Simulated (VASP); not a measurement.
Set up this calculation in VASP 6.6.1, as the native input.

- Task: single point
- Functional: PBE-based screened hybrid
- Potentials or basis: VASP PAW PBE potentials, release 64 (Sr_sv, O)
- Cutoff: 520 eV
- k mesh: 4 × 4 × 4
- Occupations: gaussian, width 0.01 eV
- Spin: no spin polarisation
- Dipole correction: no
- Grid for exact exchange (PRECFOCK): Normal
- Share of exact exchange: 0.35
- Further INCAR settings: ALGO = Normal; EDIFF = 1e-06; NBANDS = 15
- Screening parameter: 0.3 1/Å

The system is SrO.

```
CELL_PARAMETERS angstrom
0.00000 2.57989 2.57989
2.57989 0.00000 2.57989
2.57989 2.57989 0.00000
ATOMIC_POSITIONS crystal
Sr 0.50000 0.50000 0.50000
O 0.00000 0.00000 0.00000
```

These files were run (other wordings do the same):

POSCAR

```
SrO
1.0
    0.0000000000      2.5798927166      2.5798927166
    2.5798927166      0.0000000000      2.5798927166
    2.5798927166      2.5798927166      0.0000000000
Sr O
1 1
Direct
    0.5000000000      0.5000000000      0.5000000000
    0.0000000000      0.0000000000      0.0000000000
```

INCAR.step1

```
SYSTEM = SrO
  PREC = Accurate
  ENCUT = 520
  EDIFF = 1E-5
  ISMEAR = 0
  SIGMA = 0.01
  LREAL = .False.
  LASPH = .True.
  NELM = 100
  ALGO = Normal
  ISIF = 2
  LWAVE = .True.
  GGA = PE
  NBANDS = 15
```

INCAR.step2

```
SYSTEM = SrO
  PREC = Accurate
  ENCUT = 520
  EDIFF = 1E-6
  ISMEAR = 0
  SIGMA = 0.01
  LREAL = .False.
  LASPH = .True.
  NELM = 100
  ALGO = Normal
  ISIF = 2
  LWAVE = .False.
  LCHARG = .True.
  GGA = PE
  LHFCALC = .True.
  AEXX = 0.35
  HFSCREEN = 0.3
  PRECFOCK = Normal
  LELF = .True.
  LVHAR = .True.
  ISTART = 1
  NBANDS = 15
```

KPOINTS

```
regular mesh
0
Gamma
  4 4 4
  0 0 0
```

Potentials or basis: VASP PAW PBE potentials, release 64 (Sr_sv, O).

Run with:

```console
$ cat potpaw_PBE.64/Sr_sv/POTCAR potpaw_PBE.64/O/POTCAR > POTCAR
$ cp INCAR.step1 INCAR
$ mpirun -np 1 vasp_std > vasp.out
$ cp INCAR.step2 INCAR
$ mpirun -np 1 vasp_std > vasp.out
```

It gave:

```json
{"Pressure": "-0.5 GPa", "Band gap on the k mesh": "5.01 eV, indirect (least direct gap 5.12 eV)"}
```

Caveat: the k points lie up to 0.53 Å⁻¹ apart; the PAW data sets were made with another functional, which shifts forces and pressure a little.

Wall time 6.3 min on 1 thread of AMD EPYC 9R45 (Zen 5) (shared host), peak memory 0.23 GiB.
